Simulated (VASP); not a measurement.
# TlO7 (Pm-3m) in VASP: single point with PBE

Aim: the single point of TlO7 with PBE.

Everything below comes from runs of VASP 6.6.1. Logs are shortened: lines on timing, memory, paths and dates and some standing lists are left out, and cuts for length are marked.

## (1) The cell of the first run

The structure is cubic, space group Pm-3m (No. 221). The conventional cell has a = 4.548 Å, b = 4.548 Å, c = 4.548 Å, α = 90.00°, β = 90.00°, γ = 90.00°. Tl (site symmetry m-3m) has 6 O at 1.73 Å within 2.3 Å. Within 1.5 Å of O (site symmetry 4mm) lie 1 O at 1.09 Å. Within 4.3 Å of O (site symmetry m-3m) lie 24 O at 3.26 Å and 8 Tl at 3.94 Å.

The cell was generated, and may not be a known phase.

## (2) Single point, PBE

Contents of INCAR:

```
SYSTEM = TlO7
PREC     = Accurate       ! precision mode
ENCUT    = 1340           ! plane-wave cutoff, eV
EDIFF    = 1E-6           ! SCF threshold, eV
ISMEAR   = 0              ! smearing method
SIGMA    = 0.1            ! smearing width, eV
LREAL    = .False.        ! projectors in reciprocal space
LASPH    = .True.         ! aspherical terms in the spheres
NELM     = 120            ! most SCF steps
ALGO     = Normal         ! electronic algorithm
ISIF     = 2              ! what is computed and relaxed
LWAVE    = .False.        ! write WAVECAR
LCHARG   = .False.        ! write CHGCAR
GGA      = PE             ! functional
NBANDS   = 38             ! bands
GGA_COMPAT= .False.
```

Contents of KPOINTS:

```
regular mesh
0
Gamma
  4 4 4
  0 0 0
```

Contents of POSCAR:

```
TlO7
1.0
    4.5479178400      0.0000000000      0.0000000000
    0.0000000000      4.5479178400      0.0000000000
    0.0000000000      0.0000000000      4.5479178400
Tl O
1 7
Direct
    0.5000000000      0.5000000000      0.5000000000
    0.1199885500      0.5000000000      0.5000000000
    0.8800114500      0.5000000000      0.5000000000
    0.5000000000      0.1199885500      0.5000000000
    0.5000000000      0.8800114500      0.5000000000
    0.5000000000      0.5000000000      0.1199885500
    0.5000000000      0.5000000000      0.8800114500
    0.0000000000      0.0000000000      0.0000000000
```

Potentials or basis: VASP PAW PBE potentials, release 64 (Tl_d, O_h).

Command:

```console
> cat potpaw_PBE.64/Tl_d/POTCAR potpaw_PBE.64/O_h/POTCAR > POTCAR
> mpirun -np 1 vasp_std > vasp.out
```

OUTCAR:

```text
SYSTEM = TlO7
   PREC = Accurate
   ENCUT = 1340
   EDIFF = 1E-6
   ISMEAR = 0
   LREAL = .False.
   LASPH = .True.
   NELM = 120
   ISIF = 2
   GGA = PE

 ion  position               nearest neighbor table
   1  0.500  0.500  0.500-   2 1.73   3 1.73   4 1.73   5 1.73   6 1.73   7 1.73   2 2.82   4 2.82
                             6 2.82   7 2.82   5 2.82   3 2.82
   2  0.120  0.500  0.500-   3 1.09   1 1.73   1 2.82
   3  0.880  0.500  0.500-   2 1.09   1 1.73   1 2.82
   4  0.500  0.120  0.500-   5 1.09   1 1.73   1 2.82
   5  0.500  0.880  0.500-   4 1.09   1 1.73   1 2.82
   6  0.500  0.500  0.120-   7 1.09   1 1.73   1 2.82
   7  0.500  0.500  0.880-   6 1.09   1 1.73   1 2.82
   8  0.000  0.000  0.000-

  LATTYP: Found a simple cubic cell.
 ALAT       =     4.5479178400

  Lattice vectors:

 A1 = (   4.5479178400,   0.0000000000,   0.0000000000)
 A2 = (   0.0000000000,   4.5479178400,   0.0000000000)
 A3 = (   0.0000000000,   0.0000000000,   4.5479178400)

Analysis of symmetry for initial positions (statically):
=====================================================================
 Subroutine PRICEL returns:
 Original cell was already a primitive cell.

 Routine SETGRP: Setting up the symmetry group for a
 simple cubic supercell.

 Subroutine GETGRP returns: Found 48 space group operations
 (whereof 48 operations were pure point group operations)
 out of a pool of 48 trial point group operations.

The static configuration has the point symmetry O_h .

Analysis of symmetry for dynamics (positions and initial velocities):
=====================================================================
 Subroutine PRICEL returns:
 Original cell was already a primitive cell.

 Routine SETGRP: Setting up the symmetry group for a
 simple cubic supercell.

 Subroutine GETGRP returns: Found 48 space group operations
 (whereof 48 operations were pure point group operations)
 out of a pool of 48 trial point group operations.

The dynamic configuration has the point symmetry O_h .

 Subroutine INISYM returns: Found 48 space group operations
 (whereof 48 operations are pure point group operations),
 and found     1 'primitive' translations

----------------------------------------------------------------------------------------

                                     Primitive cell

  volume of cell :      94.0671

  direct lattice vectors                    reciprocal lattice vectors
     4.547917840  0.000000000  0.000000000     0.219880841  0.000000000  0.000000000
     0.000000000  4.547917840  0.000000000     0.000000000  0.219880841  0.000000000
     0.000000000  0.000000000  4.547917840     0.000000000  0.000000000  0.219880841

  length of vectors
     4.547917840  4.547917840  4.547917840     0.219880841  0.219880841  0.219880841

  position of ions in fractional coordinates (direct lattice)
     0.500000000  0.500000000  0.500000000
     0.119988550  0.500000000  0.500000000
     0.880011450  0.500000000  0.500000000
     0.500000000  0.119988550  0.500000000
     0.500000000  0.880011450  0.500000000
     0.500000000  0.500000000  0.119988550
     0.500000000  0.500000000  0.880011450
     0.000000000  0.000000000  0.000000000

  ion indices of the primitive-cell ions
   primitive index   ion index
                 1           1
                 2           2
                 3           3
                 4           4
                 5           5
                 6           6
                 7           7
                 8           8

----------------------------------------------------------------------------------------

 KPOINTS: regular mesh

Automatic generation of k-mesh.
 Grid dimensions read from file:
 generate k-points for:    4    4    4

 Generating k-lattice:

  Cartesian coordinates                     Fractional coordinates (reciprocal lattice)
     0.054970210  0.000000000  0.000000000     0.250000000  0.000000000  0.000000000
     0.000000000  0.054970210  0.000000000     0.000000000  0.250000000  0.000000000
     0.000000000  0.000000000  0.054970210     0.000000000  0.000000000  0.250000000

  Length of vectors
     0.054970210  0.054970210  0.054970210

  Shift w.r.t. Gamma in fractional coordinates (k-lattice)
     0.000000000  0.000000000  0.000000000

 Subroutine IBZKPT returns following result:
 ===========================================

 Found     10 irreducible k-points:

 Following reciprocal coordinates:
            Coordinates               Weight
  0.000000  0.000000  0.000000      1.000000
  0.250000  0.000000  0.000000      6.000000
  0.500000  0.000000  0.000000      3.000000
  0.250000  0.250000  0.000000     12.000000
  0.500000  0.250000  0.000000     12.000000
  0.500000  0.500000  0.000000      3.000000
  0.250000  0.250000  0.250000      8.000000
  0.500000  0.250000  0.250000     12.000000
  0.500000  0.500000  0.250000      6.000000
  0.500000  0.500000  0.500000      1.000000
   k-points           NKPTS =     10   k-points in BZ     NKDIM =     10   number of bands    NBANDS=     38
   number of dos      NEDOS =    301   number of ions     NIONS =      8
   total plane-waves  NPLWV = 157464
   dimension x,y,z NGX =    54 NGY =   54 NGZ =   54
   dimension x,y,z NGXF=   108 NGYF=  108 NGZF=  108
   ions per type =               1   7
   NGX,Y,Z   is equivalent  to a cutoff of  19.74, 19.74, 19.74 a.u.
   NGXF,Y,Z  is equivalent  to a cutoff of  39.48, 39.48, 39.48 a.u.
 SYSTEM =  TlO7
   PREC   = accura    normal or accurate (medium, high low for compatibility)
   ISTART =      0    job   : 0-new  1-cont  2-samecut
   ICHARG =      2    charge: 1-file 2-atom 10-const
   ISPIN  =      1    spin polarized calculation?
   LNONCOLLINEAR =      F non collinear calculations
   LSORBIT =      F    spin-orbit coupling
   LASPH  =      T    aspherical Exc in radial PAW
   ENCUT  = 1340.0 eV  98.49 Ry    9.92 a.u.  13.57 13.57 13.57*2*pi/ulx,y,z
   NELM   =    120;   NELMIN=  2; NELMDL= -5     # of ELM steps
   EDIFF  = 0.1E-05   stopping-criterion for ELM
   LREAL  =      F    real-space projection
   EDIFFG = 0.1E-04   stopping-criterion for IOM
   NSW    =      0    number of steps for IOM
   IBRION =     -1    ionic relax: 0-MD 1-quasi-New 2-CG
   NFREE  =      0    steps in history (QN), initial steepest desc. (CG)
   ISIF   =      2    stress and relaxation
   ISYM   =      2    0-nonsym 1-usesym 2-fastsym
   POTIM  = 0.5000    time-step for ionic-motion
   TEBEG  =    0.0;   TEEND  =   0.0 temperature during run
   PSTRESS=    0.0 pullay stress
   NELECT =      55.0000    total number of electrons
   NUPDOWN=      -1.0000    fix difference up-down
   EMIN   =  10.00;   EMAX   =-10.00  energy-range for DOS
   EFERMI =   0.00;   METHOD = LEGACY
   ISMEAR =     0;   SIGMA  =   0.10  broadening in eV -4-tet -1-fermi 0-gaus
   EFERMI_NEDOS =   21; number of points for ismear=-14 and -15
   IALGO  =     38    algorithm
   IMIX   =      4    mixing-type and parameters
     AMIX     =   0.40;   BMIX     =  1.00
     AMIX_MAG =   1.60;   BMIX_MAG =  1.00
  volume/ion in A,a.u.               =      11.76        79.35
  Fermi-wavevector in a.u.,A,eV,Ry     =   1.368936  2.586914 25.497121  1.873986
  Thomas-Fermi vector in A             =   2.494856
   LORBIT       =      0    0 simple, 1 ext, 2 COOP (PROOUT), +10 PAW based schemes
   GGA     = PE    functional components
   LHFCALC =     F    Hartree Fock is set to
   AEXX    =    0.0000 exact exchange contribution
   IVDW    =     0    specifies the selected vdW correction
   LEPSILON=     F    determine dielectric tensor
   LRPA    =     F    only Hartree local field effects (RPA)
 non-spin polarized calculation
 Gauss-broadening in eV      SIGMA  =   0.10
  energy-cutoff  :     1340.00
  volume of cell :       94.07
 maximum number of plane-waves:     10516
   NGX = 27   NGY = 27   NGZ = 27

 number of electron      54.9999997 magnetization

 Free energy of the ion-electron system (eV)
  ---------------------------------------------------
  ext. energy  EPLUGINS =         0.00000000
  ---------------------------------------------------
  free energy    TOTEN  =        -5.87103343 eV

  energy without entropy =       -5.77005286  energy(sigma->0) =       -5.82054315

 E-fermi :   3.4121     XC(G=0):  -9.5549

 val. band max:        3.4116670241   @ k =   0.0000   0.0000   0.0000
 cond. band min:       3.4123872424   @ k =   0.5000   0.2500   0.2500
 fundamental gap:      0.0007202184
 Fermi energy:         3.4120526362

 k-point     1 :       0.0000    0.0000    0.0000
  band No.  band energies     occupation
      1     -27.1171      2.00000
      2     -26.8289      2.00000
      3     -26.8289      2.00000
      4     -13.9738      2.00000
      5     -13.9738      2.00000
      6     -13.4001      2.00000
[... 30 lines left out ...]
     37      15.5846      0.00000
     38      16.6723      0.00000

 k-point     2 :       0.2500    0.0000    0.0000
  band No.  band energies     occupation
      1     -27.0664      2.00000
      2     -26.8287      2.00000
      3     -26.8075      2.00000
      4     -15.8147      2.00000
      5     -13.9735      2.00000
      6     -13.3880      2.00000
[... 30 lines left out ...]
     37      16.0940      0.00000
     38      16.7078      0.00000

 k-point     3 :       0.5000    0.0000    0.0000
  band No.  band energies     occupation
      1     -27.0232      2.00000
      2     -26.8284      2.00000
      3     -26.7757      2.00000
      4     -16.6625      2.00000
      5     -13.9732      2.00000
      6     -13.3754      2.00000
[... 30 lines left out ...]
     37      16.3422      0.00000
     38      16.7075      0.00000

 k-point     4 :       0.2500    0.2500    0.0000
  band No.  band energies     occupation
      1     -27.0126      2.00000
      2     -26.8145      2.00000
      3     -26.8022      2.00000
      4     -15.8409      2.00000
      5     -15.7784      2.00000
      6     -13.6162      2.00000
[... 30 lines left out ...]
     37      16.2227      0.00000
     38      16.5989      0.00000

 k-point     5 :       0.5000    0.2500    0.0000
  band No.  band energies     occupation
      1     -26.9682      2.00000
      2     -26.8097      2.00000
      3     -26.7752      2.00000
      4     -16.6644      2.00000
      5     -15.8097      2.00000
      6     -13.6178      2.00000
[... 30 lines left out ...]
     37      16.4749      0.00000
     38      16.5180      0.00000

 k-point     6 :       0.5000    0.5000    0.0000
  band No.  band energies     occupation
      1     -26.9266      2.00000
      2     -26.7747      2.00000
      3     -26.7747      2.00000
      4     -16.7264      2.00000
      5     -16.6071      2.00000
      6     -13.6199      2.00000
[... 30 lines left out ...]
     37      16.6967      0.00000
     38      17.3575      0.00000

 k-point     7 :       0.2500    0.2500    0.2500
  band No.  band energies     occupation
      1     -26.9516      2.00000
      2     -26.8019      2.00000
      3     -26.8019      2.00000
      4     -15.8396      2.00000
      5     -15.8396      2.00000
      6     -15.7308      2.00000
[... 30 lines left out ...]
     37      16.4637      0.00000
     38      16.4637      0.00000

 k-point     8 :       0.5000    0.2500    0.2500
  band No.  band energies     occupation
      1     -26.9021      2.00000
      2     -26.8014      2.00000
      3     -26.7747      2.00000
      4     -16.6664      2.00000
      5     -15.8383      2.00000
      6     -15.7694      2.00000
[... 30 lines left out ...]
     37      15.8475      0.00000
     38      16.5967      0.00000

 k-point     9 :       0.5000    0.5000    0.2500
  band No.  band energies     occupation
      1     -26.8518      2.00000
      2     -26.7742      2.00000
      3     -26.7742      2.00000
      4     -16.7317      2.00000
      5     -16.6066      2.00000
      6     -15.8044      2.00000
[... 30 lines left out ...]
     37      16.2055      0.00000
     38      16.2055      0.00000

 k-point    10 :       0.5000    0.5000    0.5000
  band No.  band energies     occupation
      1     -26.7738      2.00000
      2     -26.7738      2.00000
      3     -26.7737      2.00000
      4     -16.8033      2.00000
      5     -16.6062      2.00000
      6     -16.6062      2.00000
[... 30 lines left out ...]
     37      14.8435      0.00000
     38      14.8435      0.00000

------------------------ aborting loop because EDIFF is reached ----------------------------------------

  FORCE on cell =-STRESS in cart. coord.  units (eV):
  Direction    XX          YY          ZZ          XY          YZ          ZX
  --------------------------------------------------------------------------------------
  -------------------------------------------------------------------------------------
  Total       84.4194341     84.4194341     84.4194341     -0.0000000      0.0000000      0.0000000
  in kB     1437.8553167   1437.8553167   1437.8553167     -0.0000000      0.0000000      0.0000000
  external PRESSURE =    1437.8553167 kB  Pullay stress =       0.0000000 kB

 VOLUME and BASIS-vectors are now :
 -----------------------------------------------------------------------------
  energy-cutoff  :     1340.00
  volume of cell :       94.07
      direct lattice vectors                 reciprocal lattice vectors
     4.547917840  0.000000000  0.000000000     0.219880841  0.000000000  0.000000000
     0.000000000  4.547917840  0.000000000     0.000000000  0.219880841  0.000000000
     0.000000000  0.000000000  4.547917840     0.000000000  0.000000000  0.219880841

 POSITION                                       TOTAL-FORCE (eV/Angst)
 -----------------------------------------------------------------------------------
      2.27396      2.27396      2.27396        -0.000000     -0.000000      0.000000
      0.54570      2.27396      2.27396         3.604113     -0.000000      0.000000
      4.00222      2.27396      2.27396        -3.604113     -0.000000      0.000000
      2.27396      0.54570      2.27396        -0.000000      3.604113      0.000000
      2.27396      4.00222      2.27396        -0.000000     -3.604113      0.000000
      2.27396      2.27396      0.54570        -0.000000     -0.000000      3.604113
      2.27396      2.27396      4.00222        -0.000000     -0.000000     -3.604113
      0.00000      0.00000      0.00000        -0.000000     -0.000000      0.000000
 -----------------------------------------------------------------------------------
    total drift:                                0.000000      0.000000      0.000000

  FREE ENERGIE OF THE ION-ELECTRON SYSTEM (eV)
  ---------------------------------------------------
  free  energy   TOTEN  =        -5.8710334304 eV

  energy  without entropy=       -5.7700528609  energy(sigma->0) =       -5.82054315
```

It took 2.3 min on 1 thread of Intel Xeon Platinum 8488C (Sapphire Rapids), shared host; peak memory 0.44 GiB.

What came out:

* Free energy: -5.8710 eV
* Pressure: 143.8 GPa
* Largest force: 3.604 eV/Å
* Band gap on the k mesh: zero (an odd number of electrons rules out a gap without spin polarisation)

Forces in eV/Å, atoms in the order of the input:
```
Tl   0.000  0.000  0.000
O    3.604  0.000  0.000
O   -3.604  0.000  0.000
O    0.000  3.604  0.000
O    0.000 -3.604  0.000
O    0.000  0.000  3.604
O    0.000  0.000 -3.604
O    0.000  0.000  0.000
```

Levels at points of the mesh, in eV from the Fermi level:
| k point | band 25 | band 26 | band 27 | band 28 | band 29 | band 30 |
| --- | --- | --- | --- | --- | --- | --- |
| (0.00, 0.00, 0.00) | 0.01 | 0.01 | 0.01 | 0.87 | 0.87 | 0.87 |
| (0.50, 0.00, 0.00) | -0.12 | -0.12 | 0.02 | 0.48 | 0.48 | 0.87 |
| (0.50, 0.50, 0.00) | -0.57 | -0.12 | -0.12 | -0.08 | 0.39 | 0.39 |
| (0.50, 0.50, 0.50) | -0.61 | -0.61 | -0.61 | -0.09 | -0.09 | -0.09 |

Caveat: the cell stands under pressure; spin-orbit coupling is left out, which moves the levels of the heavy elements; an odd number of electrons without spin polarisation forces a metal; a magnetic or distorted state may lie lower.
